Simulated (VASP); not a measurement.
# Cu in VASP: notebook, part 2 of 2

VASP 6.6.1.

### 4 Relaxation of cell and atoms, PBE

File INCAR:

```
PREC     = Accurate       # precision mode
ENCUT    = 600            # plane-wave cutoff, eV
EDIFF    = 1E-7           # SCF threshold, eV
ISMEAR   = 0              # smearing method
SIGMA    = 0.1            # smearing width, eV
LREAL    = False          # projectors in reciprocal space
LASPH    = True           # aspherical terms in the spheres
NELM     = 80             # most SCF steps
ALGO     = Normal         # electronic algorithm
ISIF     = 3              # what is computed and relaxed
LWAVE    = False          # write WAVECAR
LCHARG   = False          # write CHGCAR
GGA      = PE             # functional
IBRION   = 2              # ionic algorithm
NSW      = 100            # ionic steps
EDIFFG   = -0.01          # ionic threshold
```

File KPOINTS:

```
regular mesh
0
Gamma
  26 26 26
```

File POSCAR:

```
Cu
1.0
    0.0000000000      1.8153616351      1.8153616351
    1.8153616351      0.0000000000      1.8153616351
    1.8153616351      1.8153616351      0.0000000000
Cu
1
Direct
    0.0000000000      0.0000000000      0.0000000000
```

Potentials or basis: VASP PAW PBE potentials, release 64 (Cu).

On the command line:

```sh
> cat potpaw_PBE.64/Cu/POTCAR > POTCAR
> mpirun -np 1 vasp_std > vasp.out
```

OUTCAR:

```text
PREC = Accurate
   ENCUT = 600
   EDIFF = 1E-7
   ISMEAR = 0
   LREAL = False
   LASPH = True
   NELM = 80
   ISIF = 3
   GGA = PE
   IBRION = 2
   NSW = 100
   EDIFFG = -0.01

 ion  position               nearest neighbor table
   1  0.000  0.000  0.000-

  LATTYP: Found a face centered cubic cell.
 ALAT       =     3.6307232702

  Lattice vectors:

 A1 = (   0.0000000000,   1.8153616351,   1.8153616351)
 A2 = (   1.8153616351,   0.0000000000,   1.8153616351)
 A3 = (   1.8153616351,   1.8153616351,   0.0000000000)

Analysis of symmetry for initial positions (statically):
=====================================================================
 Subroutine PRICEL returns:
 Original cell was already a primitive cell.

 Routine SETGRP: Setting up the symmetry group for a
 face centered cubic supercell.

 Subroutine GETGRP returns: Found 48 space group operations
 (whereof 48 operations were pure point group operations)
 out of a pool of 48 trial point group operations.

The static configuration has the point symmetry O_h .

Analysis of symmetry for dynamics (positions and initial velocities):
=====================================================================
 Subroutine PRICEL returns:
 Original cell was already a primitive cell.

[... 223 lines left out ...]
--------------------------------------- Ionic step        3  -------------------------------------------

 number of electron      10.9999998 magnetization

 Free energy of the ion-electron system (eV)
  ---------------------------------------------------
  ext. energy  EPLUGINS =         0.00000000
  ---------------------------------------------------
  free energy    TOTEN  =        -3.72929760 eV

  energy without entropy =       -3.72797680  energy(sigma->0) =       -3.72863720

 E-fermi :   7.4045     XC(G=0): -12.6309

 val. band max:        7.3757110626   @ k =   0.5000   0.3462   0.1538
 cond. band min:       7.4055528714   @ k =   0.4615   0.3846   0.0385
 fundamental gap:      0.0298418088
 Fermi energy:         7.4044789108

 k-point     1 :       0.0000    0.0000    0.0000
  band No.  band energies     occupation
      1      -1.8430      2.00000
      2       4.4076      2.00000
      3       4.4076      2.00000
      4       4.4076      2.00000
      5       5.2088      2.00000
      6       5.2088      2.00000
      7      29.8467      0.00000
      8      32.3644      0.00000
      9      32.3644      0.00000
[... 265 lines left out ...]
 k-point    24 :       0.3846    0.0385    0.0000
  band No.  band energies     occupation
      1       1.9610      2.00000
      2       4.4273      2.00000
      3       4.4664      2.00000
      4       4.6956      2.00000
      5       5.6432      2.00000
      6       5.6592      2.00000
      7      14.3418      0.00000
      8      28.3153      0.00000
      9      28.3816      0.00000

 [... further k-points ...]

------------------------ aborting loop because EDIFF is reached ----------------------------------------

  FORCE on cell =-STRESS in cart. coord.  units (eV):
  Direction    XX          YY          ZZ          XY          YZ          ZX
  --------------------------------------------------------------------------------------
  -------------------------------------------------------------------------------------
  Total        0.0018661      0.0018661      0.0018661     -0.0000000     -0.0000000      0.0000000
  in kB        0.2490380      0.2490380      0.2490380     -0.0000000     -0.0000000      0.0000000
  external PRESSURE =       0.2490380 kB  Pullay stress =       0.0000000 kB
[... 16 lines left out ...]
  FREE ENERGIE OF THE ION-ELECTRON SYSTEM (eV)
  ---------------------------------------------------
  free  energy   TOTEN  =        -3.7292976041 eV

  energy  without entropy=       -3.7279767957  energy(sigma->0) =       -3.72863720

 reached required accuracy - stopping structural energy minimisation
```

Run time: 59 s. Hardware: 1 thread of Intel Xeon Platinum 8488C (Sapphire Rapids), shared host; peak memory 0.2 GiB.

Results:

| Item | Value |
| --- | --- |
| Free energy | -3.7293 eV |
| Relaxed volume | 12.01 Å³/atom |
| Relaxed cell | a = 2.570 Å, b = 2.570 Å, c = 2.570 Å, α = 60.00°, β = 60.00°, γ = 60.00° |
| Space group after relaxing (to 0.05 Å) | Fm-3m (No. 225) |
| Energy gained by relaxing | 0.1 meV/atom |
| Ionic steps | 3 |
| Pressure after relaxing | 0.0 GPa |

Final structure:
```cif
data_structure
_symmetry_space_group_name_H-M 'P 1'
_symmetry_Int_Tables_number 1
_cell_length_a 2.5702
_cell_length_b 2.5702
_cell_length_c 2.5702
_cell_angle_alpha 60.000
_cell_angle_beta 60.000
_cell_angle_gamma 60.000
_cell_volume 12.01
loop_
_atom_site_label
_atom_site_type_symbol
_atom_site_fract_x
_atom_site_fract_y
_atom_site_fract_z
_atom_site_occupancy
Cu1 Cu 0.00000 0.00000 0.00000 1
```

Levels at points of the mesh, in eV from the Fermi level:
```
           k point  band 3  band 4  band 5  band 6  band 7  band 8  band 9
(0.00, 0.00, 0.00)   -3.00   -3.00   -2.20   -2.20   22.44   24.96   24.96
(0.50, 0.00, 0.00)   -3.03   -1.64   -1.64   -0.97    3.65   20.94   21.80
(0.50, 0.50, 0.00)   -1.66   -1.50   -1.50    1.49    6.98   12.94   12.94
```

### 5 The runs side by side

```tsv
task	cell	k mesh	cutoff (eV)	gap on the mesh (eV)	pressure (GPa)
single point	a = 2.568 Å, angles 120.1, 120.0, 89.9°, 1 atom	10 × 10 × 10	520	none	0.7
single point	a = 2.567 Å, angles 60.0°, 1 atom	26 × 26 × 26	520	none	0.6
relaxation of cell and atoms	relaxed from a = 2.567 Å, angles 60.0°, 1 atom	26 × 26 × 26	600	none	0.0
```

Alike in all rows: level PBE; potentials or basis VASP PAW PBE potentials, release 64 (Cu); no spin polarisation; smearing gaussian 0.1 eV.

Total energies depend on the potentials used, so only differences within one code and one set of settings carry meaning.
